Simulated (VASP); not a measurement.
# ZnS (P6_3/mmc) in VASP: further runs, part 4 of 4

VASP 6.6.1. The steps go on from the part before.

## (6) Relaxation of cell and atoms, r2SCAN+rVV10

The input, POSCAR:

```
ZnS
1.0
    3.9466707857      0.0000000000      0.0000000000
   -1.9733353929      3.4179171608      0.0000000000
    0.0000000000      0.0000000000      5.6760858166
Zn S
2 2
Direct
    0.3333333333      0.6666666667      0.2500000000
    0.6666666667      0.3333333333      0.7500000000
    0.6666666667      0.3333333333      0.2500000000
    0.3333333333      0.6666666667      0.7500000000
```

The input, INCAR.step1:

```
SYSTEM = ZnS
  PREC = Accurate
  ENCUT = 550
  ISMEAR = -1
  SIGMA = 0.03
  LREAL = .False.
  LASPH = .True.
  NELM = 120
  GGA = PE
  ALGO = Normal
  EDIFF = 1E-5
  LWAVE = .True.
  LCHARG = .False.
  GGA_COMPAT = .False.
  IBRION = 2
  ISIF = 3
  EDIFFG = -0.005
  NELMIN = 4
  NSW = 100
```

The input, INCAR.step2:

```
SYSTEM = ZnS
  PREC = Accurate
  ENCUT = 550
  EDIFF = 1E-7
  ISMEAR = -1
  SIGMA = 0.03
  LREAL = .False.
  LASPH = .True.
  NELM = 120
  ALGO = Normal
  ISIF = 3
  LWAVE = .False.
  LCHARG = .False.
  METAGGA = R2SCAN
  LMIXTAU = .True.
  LUSE_VDW = .True.
  IVDW_NL = 2
  BPARAM = 11.95
  CPARAM = 0.0093
  IBRION = 2
  NSW = 100
  EDIFFG = -0.01
  ISTART = 1
  GGA_COMPAT = .False.
  NELMIN = 4
```

The input, KPOINTS:

```
Automatic mesh
0
Gamma
  6 6 4
  0 0 0
```

Potentials or basis: VASP PAW PBE potentials, release 64 (Zn, S).

On the command line:

```bash
$ cat potpaw_PBE.64/Zn/POTCAR potpaw_PBE.64/S/POTCAR > POTCAR
$ cp INCAR.step1 INCAR
$ mpirun -np 1 vasp_std > vasp.out
$ cp INCAR.step2 INCAR
$ mpirun -np 1 vasp_std > vasp.out
```

OUTCAR:

```text
SYSTEM = ZnS
   PREC = Accurate
   ENCUT = 550
   EDIFF = 1E-7
   ISMEAR = -1
   LREAL = .False.
   LASPH = .True.
   NELM = 120
   ISIF = 3
   METAGGA = R2SCAN
   IVDW_NL = 2
   BPARAM = 11.95
   IBRION = 2
   NSW = 100
   EDIFFG = -0.01
   ISTART = 1
   NELMIN = 4

 ion  position               nearest neighbor table
   1  0.333  0.667  0.250-   3 2.28   3 2.28   3 2.28   4 2.84   4 2.84
   2  0.667  0.333  0.750-   4 2.28   4 2.28   4 2.28   3 2.84   3 2.84
   3  0.667  0.333  0.250-   1 2.28   1 2.28   1 2.28   2 2.84   2 2.84
   4  0.333  0.667  0.750-   2 2.28   2 2.28   2 2.28   1 2.84   1 2.84

  LATTYP: Found a hexagonal cell.
 ALAT       =     3.9466707857
 C/A-ratio  =     1.4381959187

  Lattice vectors:

 A1 = (   3.9466707857,   0.0000000000,   0.0000000000)
 A2 = (  -1.9733353929,   3.4179171608,   0.0000000000)
 A3 = (   0.0000000000,   0.0000000000,   5.6760858166)

Analysis of symmetry for initial positions (statically):
=====================================================================
 Subroutine PRICEL returns:
 Original cell was already a primitive cell.

 Routine SETGRP: Setting up the symmetry group for a
 hexagonal supercell.

 Subroutine GETGRP returns: Found 24 space group operations
 (whereof 12 operations were pure point group operations)
 out of a pool of 24 trial point group operations.

The static configuration has the point symmetry D_3d.
 The point group associated with its full space group is D_6h.

Analysis of symmetry for dynamics (positions and initial velocities):
=====================================================================
 Subroutine PRICEL returns:
 Original cell was already a primitive cell.

 Routine SETGRP: Setting up the symmetry group for a
 hexagonal supercell.

 Subroutine GETGRP returns: Found 24 space group operations
 (whereof 12 operations were pure point group operations)
 out of a pool of 24 trial point group operations.

The dynamic configuration has the point symmetry D_3d.
 The point group associated with its full space group is D_6h.

 Subroutine INISYM returns: Found 24 space group operations
 (whereof 12 operations are pure point group operations),
 and found     1 'primitive' translations

----------------------------------------------------------------------------------------

                                     Primitive cell

  volume of cell :      76.5670

  direct lattice vectors                    reciprocal lattice vectors
     3.946670786  0.000000000  0.000000000     0.253378114  0.146287922  0.000000000
    -1.973335393  3.417917161  0.000000000     0.000000000  0.292575845  0.000000000
     0.000000000  0.000000000  5.676085817     0.000000000  0.000000000  0.176177745

  length of vectors
     3.946670786  3.946670786  5.676085817     0.292575845  0.292575845  0.176177745

  position of ions in fractional coordinates (direct lattice)
     0.333333333  0.666666667  0.250000000
     0.666666667  0.333333333  0.750000000
     0.666666667  0.333333333  0.250000000
     0.333333333  0.666666667  0.750000000

  ion indices of the primitive-cell ions
   primitive index   ion index
                 1           1
                 2           2
                 3           3
                 4           4

----------------------------------------------------------------------------------------

 KPOINTS: Automatic mesh

Automatic generation of k-mesh.
 Grid dimensions read from file:
 generate k-points for:    6    6    4

 Generating k-lattice:

  Cartesian coordinates                     Fractional coordinates (reciprocal lattice)
     0.042229686  0.024381320  0.000000000     0.166666667  0.000000000  0.000000000
     0.000000000  0.048762641  0.000000000     0.000000000  0.166666667  0.000000000
     0.000000000  0.000000000  0.044044436     0.000000000  0.000000000  0.250000000

  Length of vectors
     0.048762641  0.048762641  0.044044436

  Shift w.r.t. Gamma in fractional coordinates (k-lattice)
     0.000000000  0.000000000  0.000000000

 Subroutine IBZKPT returns following result:
 ===========================================

 Found     21 irreducible k-points:

 Following reciprocal coordinates:
            Coordinates               Weight
  0.000000  0.000000  0.000000      1.000000
  0.166667 -0.000000  0.000000      6.000000
  0.333333 -0.000000  0.000000      6.000000
  0.500000 -0.000000  0.000000      3.000000
  0.166667  0.166667  0.000000      6.000000
  0.333333  0.166667  0.000000     12.000000
[... 13 lines left out ...]
  0.333333  0.166667  0.500000     12.000000
  0.333333  0.333333  0.500000      2.000000
   k-points           NKPTS =     21   k-points in BZ     NKDIM =     21   number of bands    NBANDS=     22
   number of dos      NEDOS =    301   number of ions     NIONS =      4
   total plane-waves  NPLWV =  43200
   dimension x,y,z NGX =    30 NGY =   30 NGZ =   48
   dimension x,y,z NGXF=    60 NGYF=   60 NGZF=   96
   ions per type =               2   2
   NGX,Y,Z   is equivalent  to a cutoff of  12.64, 12.64, 14.06 a.u.
   NGXF,Y,Z  is equivalent  to a cutoff of  25.27, 25.27, 28.12 a.u.
 SYSTEM =  ZnS
   PREC   = accura    normal or accurate (medium, high low for compatibility)
   ISTART =      1    job   : 0-new  1-cont  2-samecut
   ICHARG =      0    charge: 1-file 2-atom 10-const
   ISPIN  =      1    spin polarized calculation?
   LNONCOLLINEAR =      F non collinear calculations
   LSORBIT =      F    spin-orbit coupling
   LASPH  =      T    aspherical Exc in radial PAW
   ENCUT  =  550.0 eV  40.42 Ry    6.36 a.u.   7.55  7.55 10.85*2*pi/ulx,y,z
   NELM   =    120;   NELMIN=  4; NELMDL=  0     # of ELM steps
   EDIFF  = 0.1E-06   stopping-criterion for ELM
   LREAL  =      F    real-space projection
   EDIFFG = -.1E-01   stopping-criterion for IOM
   NSW    =    100    number of steps for IOM
   IBRION =      2    ionic relax: 0-MD 1-quasi-New 2-CG
   NFREE  =      1    steps in history (QN), initial steepest desc. (CG)
   ISIF   =      3    stress and relaxation
   ISYM   =      2    0-nonsym 1-usesym 2-fastsym
   POTIM  = 0.5000    time-step for ionic-motion
   TEBEG  =    0.0;   TEEND  =   0.0 temperature during run
   PSTRESS=    0.0 pullay stress
   NELECT =      36.0000    total number of electrons
   NUPDOWN=      -1.0000    fix difference up-down
   EMIN   =  10.00;   EMAX   =-10.00  energy-range for DOS
   EFERMI =   0.00;   METHOD = LEGACY
   ISMEAR =    -1;   SIGMA  =   0.03  broadening in eV -4-tet -1-fermi 0-gaus
   EFERMI_NEDOS =   21; number of points for ismear=-14 and -15
   IALGO  =     38    algorithm
   IMIX   =      4    mixing-type and parameters
     AMIX     =   0.40;   BMIX     =  1.00
     AMIX_MAG =   1.60;   BMIX_MAG =  1.00
  volume/ion in A,a.u.               =      19.14       129.17
  Fermi-wavevector in a.u.,A,eV,Ry     =   1.273000  2.405622 22.048649  1.620530
  Thomas-Fermi vector in A             =   2.405848
   LORBIT       =      0    0 simple, 1 ext, 2 COOP (PROOUT), +10 PAW based schemes
   METAGGA = R2SCAN    functional components
   LHFCALC =     F    Hartree Fock is set to
   AEXX    =    0.0000 exact exchange contribution
   IVDW_NL    =     2    kernel type
   BPARAM     =11.9500
   IVDW    =     0    specifies the selected vdW correction
   LEPSILON=     F    determine dielectric tensor
   LRPA    =     F    only Hartree local field effects (RPA)
 conjugate gradient relaxation of ions
 non-spin polarized calculation
  energy-cutoff  :      550.00
  volume of cell :       76.57
 maximum number of plane-waves:      2261
   NGX = 15   NGY = 15   NGZ = 21

--------------------------------------- Ionic step        1  -------------------------------------------

 number of electron      35.9999996 magnetization

 Free energy of the ion-electron system (eV)
  ---------------------------------------------------
  ext. energy  EPLUGINS =         0.00000000
  ---------------------------------------------------
  free energy    TOTEN  =       -35.99880498 eV

  energy without entropy =      -35.99880498  energy(sigma->0) =      -35.99880498

------------------------ aborting loop because EDIFF is reached ----------------------------------------

  FORCE on cell =-STRESS in cart. coord.  units (eV):
  Direction    XX          YY          ZZ          XY          YZ          ZX
  --------------------------------------------------------------------------------------
  -------------------------------------------------------------------------------------
  Total        0.3323929      0.3323929      0.5110614     -0.0000000      0.0000000      0.0000000
  in kB        6.9553801      6.9553801     10.6940513     -0.0000000      0.0000000      0.0000000
  external PRESSURE =       8.2016039 kB  Pullay stress =       0.0000000 kB
[... 213 lines left out ...]
  energy  without entropy=      -36.0025183559  energy(sigma->0) =      -36.00251836

--------------------------------------- Ionic step        7  -------------------------------------------

 number of electron      35.9999958 magnetization

 Free energy of the ion-electron system (eV)
  ---------------------------------------------------
  ext. energy  EPLUGINS =         0.00000000
  ---------------------------------------------------
  free energy    TOTEN  =       -36.00304207 eV

  energy without entropy =      -36.00304207  energy(sigma->0) =      -36.00304207

 E-fermi :   2.7641     XC(G=0): -10.4157

 val. band max:        2.1229651100   @ k =   0.0000   0.0000   0.0000
 cond. band min:       3.9441175163   @ k =   0.0000   0.0000   0.0000
 fundamental gap:      1.8211524063
 Fermi energy:         2.7641438479

 k-point     1 :       0.0000    0.0000    0.0000
  band No.  band energies     occupation
      1     -11.7741      2.00000
      2     -10.6263      2.00000
      3      -4.8068      2.00000
      4      -4.8068      2.00000
      5      -4.7678      2.00000
      6      -4.7678      2.00000
[... 545 lines left out ...]
  FREE ENERGIE OF THE ION-ELECTRON SYSTEM (eV)
  ---------------------------------------------------
  free  energy   TOTEN  =       -36.0030420733 eV

  energy  without entropy=      -36.0030420733  energy(sigma->0) =      -36.00304207

 reached required accuracy - stopping structural energy minimisation
```

Run time: 23 min. Hardware: 1 thread of AMD EPYC 9R45 (Zen 5), shared host; peak memory 0.35 GiB.

What came out:

```yaml
Free_energy: -36.0030 eV
Relaxed_volume: 19.47 Å³/atom
Relaxed_cell: a = 3.946 Å, b = 3.946 Å, c = 5.777 Å, α = 90.00°, β = 90.00°, γ = 120.00°
Space_group_after_relaxing_to_0.1_Å: P6_3/mmc (No. 194)
Energy_gained_by_relaxing: 1.1 meV/atom
Ionic_steps: 7
Pressure_after_relaxing: 0.0 GPa
Band_gap_on_the_k_mesh: 1.82 eV
```

The path:
```csv
step,energy change (eV),largest force (eV/Å),pressure (GPa),volume (Å³)
1,0.0000,0.0000,0.82,76.57
2,-0.0018,0.0000,-0.27,77.66
3,-0.0020,0.0000,0.01,77.39
4,-0.0020,0.0000,-0.10,77.48
5,-0.0031,0.0000,-0.07,77.61
6,-0.0037,0.0000,-0.04,77.70
7,-0.0042,0.0000,0.02,77.89
```

Final structure:
```
Zn S
1.0
     3.94566    0.00000    0.00000
    -1.97283    3.41704    0.00000
     0.00000    0.00000    5.77711
Zn S
2 2
Direct
  0.33333 0.66667 0.25000
  0.66667 0.33333 0.75000
  0.66667 0.33333 0.25000
  0.33333 0.66667 0.75000
```

Levels at points of the mesh, in eV from the valence-band top:
| k point | band 15 | band 16 | band 17 | band 18 | band 19 | band 20 | band 21 | band 22 |
| --- | --- | --- | --- | --- | --- | --- | --- | --- |
| (0.00, 0.00, 0.00) | -1.30 | -0.44 | -0.44 | 0.00 | 1.82 | 2.56 | 6.05 | 6.05 |
| (0.50, 0.00, 0.00) | -2.91 | -2.75 | -1.68 | -1.28 | 2.80 | 4.62 | 5.91 | 8.58 |
| (0.00, 0.00, 0.50) | -0.88 | -0.88 | -0.88 | -0.88 | 3.20 | 3.20 | 6.38 | 6.38 |
| (0.50, 0.00, 0.50) | -2.33 | -2.33 | -0.77 | -0.77 | 3.99 | 3.99 | 4.96 | 4.96 |

Caveat: the PAW data sets were made with another functional, which shifts forces and pressure a little.

## (7) The runs side by side

```tsv
task	level	cell	k mesh	cutoff (eV)	gap on the mesh (eV)	pressure (GPa)	relaxed volume (Å³/atom)
single point	PBEsol	a = 3.947, b = 3.947, c = 5.676 Å, angles 90.0, 90.0, 120.0°, 4 atoms	6 × 6 × 4	500	1.13	0.2	-
single point	r2SCAN+rVV10	a = 3.944, b = 3.944, c = 5.768 Å, angles 90.0, 90.0, 120.0°, 4 atoms	6 × 6 × 4	550	1.82	0.2	-
relaxation of cell and atoms	PBEsol	relaxed from a = 3.783, b = 3.783, c = 4.729 Å, angles 90.0, 90.0, 120.0°, 4 atoms	6 × 6 × 4	500	1.09	0.0	19.10
single point	r2SCAN+rVV10	a = 3.944, b = 3.944, c = 5.768 Å, angles 90.0, 90.0, 120.0°, 4 atoms	12 × 12 × 6	550	1.82	0.2	-
relaxation of cell and atoms	r2SCAN+rVV10	relaxed from a = 3.947, b = 3.947, c = 5.676 Å, angles 90.0, 90.0, 120.0°, 4 atoms	6 × 6 × 4	550	1.82	0.0	19.47
```

Alike in all rows: potentials or basis VASP PAW PBE potentials, release 64 (Zn, S); no spin polarisation; smearing fermi-dirac 0.03 eV.

Caveats: the PAW data sets were made with another functional, which shifts forces and pressure a little; the volume moved by over 15 % at a fixed basis, so the end points are rough (at least some runs).

Absolute energies hang on the potentials; compare differences alone.
